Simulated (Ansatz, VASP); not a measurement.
**Two plane-wave programs on Mo**

The input INCAR:

```
SYSTEM = Mo
ALGO = Normal
EDIFF = 1E-6
ENCUT = 520
GGA = PS
ISIF = 2
ISMEAR = -1
LASPH = .TRUE.
LCHARG = .FALSE.
LREAL = .FALSE.
LWAVE = .FALSE.
NBANDS = 13
NELM = 80
PREC = Accurate
SIGMA = 0.15
```

KPOINTS

```
k-points
0
G
  8 8 8
  0 0 0
```

POSCAR

```
Mo
1.0
    2.7355100000      0.0000000000      0.0000000000
   -1.3677600000      2.3690200000      0.0000000000
    0.0000000000      0.0000000000      2.5551800000
Mo
1
Direct
    0.0000000000      0.0000000000      0.5000000000
```

Input for Ansatz:

```yaml
crystal:
  lattice:
    - [2.73551, 0.0, 0.0]
    - [-1.36776, 2.36902, 0.0]
    - [0.0, 0.0, 2.55518]
  atoms:
    - { symbol: Mo, position: [0.0, 0.0, 0.5] }
basis:
  ecutwfc: 540.0
  xc_grid: 2
kpoints:
  mp_grid:
    grid: [8, 8, 8]
hamiltonian:
  xc: pbesol
scf:
  convergence:
    dr2_threshold: 1.0e-09
  occupations:
    method: fermi_dirac
    width: 0.15
output:
  forces: true
  stress: true
```

Alike in both runs: task single point; functional PBEsol; k mesh 8 × 8 × 8; occupations fermi-dirac, width 0.15 eV; no spin polarisation.

|  | VASP | Ansatz |
| --- | --- | --- |
| version | VASP 6.6.1 | Ansatz 0.2.0 |
| potentials or method | VASP PAW PBE potentials, release 64 (Mo_sv), cutoff 520 eV | plane waves, PAW |
| valence electrons in the cell | 14 | 14 |

```tsv
	VASP	Ansatz	Ansatz less VASP
pressure (GPa)	-2.8	-3.3	-0.50
traceless stress, the component that is largest in VASP (GPa)	-6.32	-6.44	-0.125
```

VASP's potentials were made for PBE, not for PBEsol. With one functional, cell and mesh, what is left measures potentials, basis and numerics. Ansatz's warnings: stress scf threshold loose.
